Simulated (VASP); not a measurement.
Write the native input for VASP 6.6.1 that does the following.

```yaml
Task: equation of state
Functional: PBE
Potentials_or_basis: VASP PAW PBE potentials, release 64 (Ba_sv, S)
Cutoff: 690 eV
k_mesh: 9 × 9 × 9
Occupations: gaussian, width 0.03 eV
Spin: no spin polarisation
Tolerance_level: tight
Purpose: equation of state
Eos_scales: "[0.91, 0.94, 0.97, 1.0, 1.03, 1.06, 1.09]"
Further_INCAR_settings: ALGO = Normal; EDIFF = 1e-07; NSW = 0
```

The structure of BaS lies in POSCAR.step2:

```
BaS
1.0
    0.0000000000      3.1285531347      3.1285531347
    3.1285531347      0.0000000000      3.1285531347
    3.1285531347      3.1285531347      0.0000000000
Ba S
1 1
Direct
    0.0000000000      0.0000000000      0.0000000000
    0.5000000000      0.5000000000      0.5000000000
```

The structure of BaS lies in POSCAR.step3:

```
BaS
1.0
    0.0000000000      3.1614876932      3.1614876932
    3.1614876932      0.0000000000      3.1614876932
    3.1614876932      3.1614876932      0.0000000000
Ba S
1 1
Direct
    0.0000000000      0.0000000000      0.0000000000
    0.5000000000      0.5000000000      0.5000000000
```

The structure of BaS lies in POSCAR.step4:

```
BaS
1.0
    0.0000000000      3.1937500000      3.1937500000
    3.1937500000      0.0000000000      3.1937500000
    3.1937500000      3.1937500000      0.0000000000
Ba S
1 1
Direct
    0.0000000000      0.0000000000      0.0000000000
    0.5000000000      0.5000000000      0.5000000000
```

The structure of BaS lies in POSCAR.step5:

```
BaS
1.0
    0.0000000000      3.2253733437      3.2253733437
    3.2253733437      0.0000000000      3.2253733437
    3.2253733437      3.2253733437      0.0000000000
Ba S
1 1
Direct
    0.0000000000      0.0000000000      0.0000000000
    0.5000000000      0.5000000000      0.5000000000
```

The structure of BaS lies in POSCAR.step6:

```
BaS
1.0
    0.0000000000      3.2563884516      3.2563884516
    3.2563884516      0.0000000000      3.2563884516
    3.2563884516      3.2563884516      0.0000000000
Ba S
1 1
Direct
    0.0000000000      0.0000000000      0.0000000000
    0.5000000000      0.5000000000      0.5000000000
```

The structure of BaS lies in POSCAR.step7:

```
BaS
1.0
    0.0000000000      3.2868237526      3.2868237526
    3.2868237526      0.0000000000      3.2868237526
    3.2868237526      3.2868237526      0.0000000000
Ba S
1 1
Direct
    0.0000000000      0.0000000000      0.0000000000
    0.5000000000      0.5000000000      0.5000000000
```

These files were run (other wordings do the same):

POSCAR.step1

```
BaS
1.0
    0.0000000000      3.0949101710      3.0949101710
    3.0949101710      0.0000000000      3.0949101710
    3.0949101710      3.0949101710      0.0000000000
Ba S
1 1
Direct
    0.0000000000      0.0000000000      0.0000000000
    0.5000000000      0.5000000000      0.5000000000
```

INCAR

```
GGA = PE ; ISMEAR = 0
SIGMA = 0.03 ; LWAVE = False
LCHARG = False ; ISIF = 2
NSW = 0 ; PREC = Accurate
LASPH = True ; LREAL = False
ALGO = Normal ; EDIFF = 1E-7
NELM = 120 ; GGA_COMPAT = False
ENCUT = 690 ; EFERMI = MIDGAP
```

KPOINTS

```
Automatic mesh
0
Gamma
  9 9 9
  0 0 0
```

Potentials or basis: VASP PAW PBE potentials, release 64 (Ba_sv, S).

Run with:

```sh
$ cat potpaw_PBE.64/Ba_sv/POTCAR potpaw_PBE.64/S/POTCAR > POTCAR
$ cp POSCAR.step1 POSCAR
$ mpirun -np 1 vasp_std > vasp.out
$ cp POSCAR.step2 POSCAR
$ mpirun -np 1 vasp_std > vasp.out
$ cp POSCAR.step3 POSCAR
$ mpirun -np 1 vasp_std > vasp.out
$ cp POSCAR.step4 POSCAR
$ mpirun -np 1 vasp_std > vasp.out
$ cp POSCAR.step5 POSCAR
$ mpirun -np 1 vasp_std > vasp.out
$ cp POSCAR.step6 POSCAR
$ mpirun -np 1 vasp_std > vasp.out
$ cp POSCAR.step7 POSCAR
$ mpirun -np 1 vasp_std > vasp.out
```

It gave:

```
Equilibrium volume                      : 33.66 Å³/atom
Bulk modulus                            : 41 GPa
Pressure derivative of the bulk modulus : 4.5
```

Caveat: spin-orbit coupling is left out, which moves the levels of the heavy elements.

Run time: 3.5 min on 1 thread of Intel(R) Xeon(R) Platinum 8488C (Sapphire Rapids), with other jobs on the host, peak memory 0.26 GiB.
